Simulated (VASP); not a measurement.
# ZnO (CsCl type) (Pm-3m) in VASP: a series of runs

Runs on ZnO (CsCl type). Level: PBE. Tasks: density of states.

All numbers are computed with VASP 6.6.1; they aren't measurements. Logs are shortened: lines on timing, memory, paths and dates and some standing lists are left out, and cuts for length are marked.

## (1) The cell of the first run

The structure is cubic, space group Pm-3m (No. 221). Conventional cell: a = 2.202 Å, b = 2.202 Å, c = 2.202 Å, α = 90.00°, β = 90.00°, γ = 90.00°. Zn (site symmetry m-3m) has 8 O at 1.91 Å and 6 Zn at 2.20 Å within 2.5 Å. Within 2.5 Å of O (site symmetry m-3m) lie 8 Zn at 1.91 Å and 6 O at 2.20 Å.

## (2) Density of states, PBE (volume scaled by 0.55)

Contents of POSCAR:

```
ZnO
1.0
    2.2024798842      0.0000000000      0.0000000000
    0.0000000000      2.2024798842      0.0000000000
    0.0000000000      0.0000000000      2.2024798842
Zn O
1 1
Direct
    0.0000000000      0.0000000000      0.0000000000
    0.5000000000      0.5000000000      0.5000000000
```

Contents of INCAR.step1:

```
SYSTEM = ZnO
PREC = Accurate
ENCUT = 520
EDIFF = 1E-6
ISMEAR = -1
SIGMA = 0.05
LREAL = .FALSE.
LASPH = .TRUE.
NELM = 100
ALGO = Normal
ISIF = 2
LWAVE = .FALSE.
LCHARG = .TRUE.
GGA = PE
NBANDS = 16
```

Contents of KPOINTS.step1:

```
Automatic mesh
0
G
  15 15 15
  0 0 0
```

Contents of INCAR.step2:

```
SYSTEM = ZnO
PREC = Accurate
ENCUT = 520
EDIFF = 1E-6
ISMEAR = -5
SIGMA = 0.05
LREAL = .FALSE.
LASPH = .TRUE.
NELM = 100
ALGO = Normal
ISIF = 2
LWAVE = .FALSE.
LCHARG = .FALSE.
GGA = PE
LORBIT = 10
NBANDS = 16
NEDOS = 1001
ICHARG = 11
```

Contents of KPOINTS.step2:

```
Automatic mesh
0
G
  23 23 23
  0 0 0
```

Potentials or basis: VASP PAW PBE potentials, release 64 (Zn, O).

The run is started by

```bash
cat potpaw_PBE.64/Zn/POTCAR potpaw_PBE.64/O/POTCAR > POTCAR
cp INCAR.step1 INCAR
cp KPOINTS.step1 KPOINTS
mpirun -np 1 vasp_std > vasp.out
cp INCAR.step2 INCAR
cp KPOINTS.step2 KPOINTS
mpirun -np 1 vasp_std > vasp.out
```

OUTCAR:

```text
SYSTEM = ZnO
   PREC = Accurate
   ENCUT = 520
   EDIFF = 1E-6
   ISMEAR = -5
   LREAL = .FALSE.
   LASPH = .TRUE.
   NELM = 100
   ISIF = 2
   GGA = PE
   LORBIT = 10
   ICHARG = 11

 ion  position               nearest neighbor table
   1  0.000  0.000  0.000-   2 1.91   2 1.91   2 1.91   2 1.91   2 1.91   2 1.91   2 1.91   2 1.91

   2  0.500  0.500  0.500-   1 1.91   1 1.91   1 1.91   1 1.91   1 1.91   1 1.91   1 1.91   1 1.91

  LATTYP: Found a simple cubic cell.
 ALAT       =     2.2024798842

  Lattice vectors:

 A1 = (   2.2024798842,   0.0000000000,   0.0000000000)
 A2 = (   0.0000000000,   2.2024798842,   0.0000000000)
 A3 = (   0.0000000000,   0.0000000000,   2.2024798842)

Analysis of symmetry for initial positions (statically):
=====================================================================
 Subroutine PRICEL returns:
 Original cell was already a primitive cell.

 Routine SETGRP: Setting up the symmetry group for a
 simple cubic supercell.

 Subroutine GETGRP returns: Found 48 space group operations
 (whereof 48 operations were pure point group operations)
 out of a pool of 48 trial point group operations.

The static configuration has the point symmetry O_h .

Analysis of symmetry for dynamics (positions and initial velocities):
=====================================================================
 Subroutine PRICEL returns:
 Original cell was already a primitive cell.

 Routine SETGRP: Setting up the symmetry group for a
 simple cubic supercell.

 Subroutine GETGRP returns: Found 48 space group operations
 (whereof 48 operations were pure point group operations)
 out of a pool of 48 trial point group operations.

The dynamic configuration has the point symmetry O_h .

 Subroutine INISYM returns: Found 48 space group operations
 (whereof 48 operations are pure point group operations),
 and found     1 'primitive' translations

----------------------------------------------------------------------------------------

                                     Primitive cell

  volume of cell :      10.6840

  direct lattice vectors                    reciprocal lattice vectors
     2.202479884  0.000000000  0.000000000     0.454033659  0.000000000  0.000000000
     0.000000000  2.202479884  0.000000000     0.000000000  0.454033659  0.000000000
     0.000000000  0.000000000  2.202479884     0.000000000  0.000000000  0.454033659

  length of vectors
     2.202479884  2.202479884  2.202479884     0.454033659  0.454033659  0.454033659

  position of ions in fractional coordinates (direct lattice)
     0.000000000  0.000000000  0.000000000
     0.500000000  0.500000000  0.500000000

  ion indices of the primitive-cell ions
   primitive index   ion index
                 1           1
                 2           2

----------------------------------------------------------------------------------------

 KPOINTS: Automatic mesh

Automatic generation of k-mesh.
 Grid dimensions read from file:
 generate k-points for:   23   23   23

 Generating k-lattice:

  Cartesian coordinates                     Fractional coordinates (reciprocal lattice)
     0.019740594  0.000000000  0.000000000     0.043478261  0.000000000  0.000000000
     0.000000000  0.019740594  0.000000000     0.000000000  0.043478261  0.000000000
     0.000000000  0.000000000  0.019740594     0.000000000  0.000000000  0.043478261

  Length of vectors
     0.019740594  0.019740594  0.019740594

  Shift w.r.t. Gamma in fractional coordinates (k-lattice)
     0.000000000  0.000000000  0.000000000

 TETIRR: Found   6051 inequivalent tetrahedra from    73002

 Subroutine IBZKPT returns following result:
 ===========================================

 Found    364 irreducible k-points:

 Following reciprocal coordinates:
            Coordinates               Weight
  0.000000  0.000000  0.000000      1.000000
  0.043478  0.000000  0.000000      6.000000
  0.086957  0.000000  0.000000      6.000000
  0.130435  0.000000  0.000000      6.000000
  0.173913  0.000000  0.000000      6.000000
  0.217391  0.000000  0.000000      6.000000
[... 16 lines left out ...]
  0.478261  0.043478  0.000000     24.000000
  0.086957  0.086957  0.000000     12.000000
 [... further k-points ...]
   k-points           NKPTS =    364   k-points in BZ     NKDIM =    364   number of bands    NBANDS=     16
   number of dos      NEDOS =   1001   number of ions     NIONS =      2
   total plane-waves  NPLWV =   4096
   dimension x,y,z NGX =    16 NGY =   16 NGZ =   16
   dimension x,y,z NGXF=    32 NGYF=   32 NGZF=   32
   ions per type =               1   1
   NGX,Y,Z   is equivalent  to a cutoff of  12.08, 12.08, 12.08 a.u.
   NGXF,Y,Z  is equivalent  to a cutoff of  24.15, 24.15, 24.15 a.u.
 SYSTEM =  ZnO
   PREC   = accura    normal or accurate (medium, high low for compatibility)
   ISTART =      0    job   : 0-new  1-cont  2-samecut
   ICHARG =     11    charge: 1-file 2-atom 10-const
   ISPIN  =      1    spin polarized calculation?
   LNONCOLLINEAR =      F non collinear calculations
   LSORBIT =      F    spin-orbit coupling
   LASPH  =      T    aspherical Exc in radial PAW
   ENCUT  =  520.0 eV  38.22 Ry    6.18 a.u.   4.10  4.10  4.10*2*pi/ulx,y,z
   NELM   =    100;   NELMIN=  2; NELMDL=  0     # of ELM steps
   EDIFF  = 0.1E-05   stopping-criterion for ELM
   LREAL  =      F    real-space projection
   EDIFFG = 0.1E-04   stopping-criterion for IOM
   NSW    =      0    number of steps for IOM
   IBRION =     -1    ionic relax: 0-MD 1-quasi-New 2-CG
   NFREE  =      0    steps in history (QN), initial steepest desc. (CG)
   ISIF   =      2    stress and relaxation
   ISYM   =      2    0-nonsym 1-usesym 2-fastsym
   POTIM  = 0.5000    time-step for ionic-motion
   TEBEG  =    0.0;   TEEND  =   0.0 temperature during run
   PSTRESS=    0.0 pullay stress
   NELECT =      18.0000    total number of electrons
   NUPDOWN=      -1.0000    fix difference up-down
   EMIN   =  10.00;   EMAX   =-10.00  energy-range for DOS
   EFERMI =   0.00;   METHOD = LEGACY
   ISMEAR =    -5;   SIGMA  =   0.05  broadening in eV -4-tet -1-fermi 0-gaus
   EFERMI_NEDOS =   21; number of points for ismear=-14 and -15
   IALGO  =     38    algorithm
   IMIX   =      4    mixing-type and parameters
     AMIX     =   0.40;   BMIX     =  1.00
     AMIX_MAG =   1.60;   BMIX_MAG =  1.00
  volume/ion in A,a.u.               =       5.34        36.05
  Fermi-wavevector in a.u.,A,eV,Ry     =   1.947991  3.681170 51.629630  3.794671
  Thomas-Fermi vector in A             =   2.976099
   LORBIT       =     10    0 simple, 1 ext, 2 COOP (PROOUT), +10 PAW based schemes
   GGA     = PE    functional components
   LHFCALC =     F    Hartree Fock is set to
   AEXX    =    0.0000 exact exchange contribution
   IVDW    =     0    specifies the selected vdW correction
   LEPSILON=     F    determine dielectric tensor
   LRPA    =     F    only Hartree local field effects (RPA)
 non-spin polarized calculation
 Fermi weights with tetrahedron method with Bloechl corrections
  energy-cutoff  :      520.00
  volume of cell :       10.68
 maximum number of plane-waves:       300

 number of electron      17.9999955 magnetization

 Free energy of the ion-electron system (eV)
  ---------------------------------------------------
  ext. energy  EPLUGINS =         0.00000000
  ---------------------------------------------------
  free energy    TOTEN  =        -1.41787131 eV

  energy without entropy =       -1.41787131  energy(sigma->0) =       -1.41787131

 E-fermi :  11.2128     XC(G=0): -16.2953

 val. band max:       11.1838012090   @ k =   0.4783   0.0000   0.0000
 cond. band min:      15.5538571895   @ k =   0.0000   0.0000   0.0000
 fundamental gap:      4.3700559806
 Fermi energy:        11.2128203260

 k-point     1 :       0.0000    0.0000    0.0000
  band No.  band energies     occupation
      1     -14.8251      2.00000
      2       1.3931      2.00000
      3       1.3931      2.00000
      4       4.7737      2.00000
      5       4.7737      2.00000
      6       4.7737      2.00000
[... 8 lines left out ...]
     15      38.5978      0.00000
     16      52.2937      0.00000

 k-point     2 :       0.0435    0.0000    0.0000
  band No.  band energies     occupation
      1     -14.7812      2.00000
      2       1.3824      2.00000
      3       1.4030      2.00000
      4       4.6899      2.00000
      5       4.6899      2.00000
      6       4.7760      2.00000
[... 8 lines left out ...]
     15      38.6145      0.00000
     16      51.2765      0.00000

 k-point     3 :       0.0870    0.0000    0.0000
  band No.  band energies     occupation
      1     -14.6503      2.00000
      2       1.3345      2.00000
      3       1.4319      2.00000
      4       4.4704      2.00000
      5       4.4704      2.00000
      6       4.7827      2.00000
[... 8 lines left out ...]
     15      38.7119      0.00000
     16      49.3938      0.00000

 k-point     4 :       0.1304    0.0000    0.0000
  band No.  band energies     occupation
      1     -14.4350      2.00000
      2       1.2005      2.00000
      3       1.4780      2.00000
      4       4.1762      2.00000
      5       4.1762      2.00000
      6       4.7933      2.00000
[... 8 lines left out ...]
     15      38.9922      0.00000
     16      47.4824      0.00000
[... 324 lines left out ...]
 k-point    22 :       0.4348    0.0435    0.0000
  band No.  band energies     occupation
      1     -11.5620      2.00000
      2      -3.2828      2.00000
      3       1.9388      2.00000
      4       2.4723      2.00000
      5       2.5131      2.00000
      6       4.8715      2.00000
[... 8 lines left out ...]
     15      39.1077      0.00000
     16      49.5375      0.00000

 k-point    23 :       0.4783    0.0435    0.0000
  band No.  band energies     occupation
      1     -11.3542      2.00000
      2      -3.6028      2.00000
      3       1.9647      2.00000
      4       2.4119      2.00000
      5       2.4566      2.00000
      6       4.8766      2.00000
[... 8 lines left out ...]
     15      38.8144      0.00000
     16      50.3572      0.00000

 k-point    24 :       0.0870    0.0870    0.0000
  band No.  band energies     occupation
      1     -14.4780      2.00000
      2       1.3571      2.00000
      3       1.4111      2.00000
      4       4.1240      2.00000
      5       4.3146      2.00000
      6       4.7066      2.00000
[... 8 lines left out ...]
     15      39.2888      0.00000
     16      47.6336      0.00000

 [... further k-points ...]
[... 5 lines left out ...]
  --------------------------------------------------------------------------------------
  -------------------------------------------------------------------------------------
  Total       25.7164875     25.7164875     25.7164875      0.0000000      0.0000000     -0.0000000
  in kB     3856.4382379   3856.4382379   3856.4382379      0.0000000      0.0000000     -0.0000000
  external PRESSURE =    3856.4382379 kB  Pullay stress =       0.0000000 kB

 VOLUME and BASIS-vectors are now :
 -----------------------------------------------------------------------------
  energy-cutoff  :      520.00
  volume of cell :       10.68
      direct lattice vectors                 reciprocal lattice vectors
     2.202479884  0.000000000  0.000000000     0.454033659  0.000000000  0.000000000
     0.000000000  2.202479884  0.000000000     0.000000000  0.454033659  0.000000000
     0.000000000  0.000000000  2.202479884     0.000000000  0.000000000  0.454033659

 POSITION                                       TOTAL-FORCE (eV/Angst)
 -----------------------------------------------------------------------------------
      0.00000      0.00000      0.00000         0.000000      0.000000      0.000000
      1.10124      1.10124      1.10124         0.000000      0.000000      0.000000
 -----------------------------------------------------------------------------------
    total drift:                               -0.000000      0.000000     -0.000000

  FREE ENERGIE OF THE ION-ELECTRON SYSTEM (eV)
  ---------------------------------------------------
  free  energy   TOTEN  =        -1.4178713108 eV

  energy  without entropy=       -1.4178713108  energy(sigma->0) =       -1.41787131

 total charge

# of ion       s       p       d       tot
------------------------------------------
    1        0.595   0.988  10.343  11.926
    2        1.617   3.828   0.000   5.444
--------------------------------------------------
tot          2.211   4.816  10.343  17.371
```

It took 39 s on 1 thread of Intel Xeon 8259CL, shared host; peak memory 0.18 GiB.

Results:

- Valence electrons inside the program's atomic spheres: Zn 11.93; O 5.44

(Continued in part 2 of 2.)
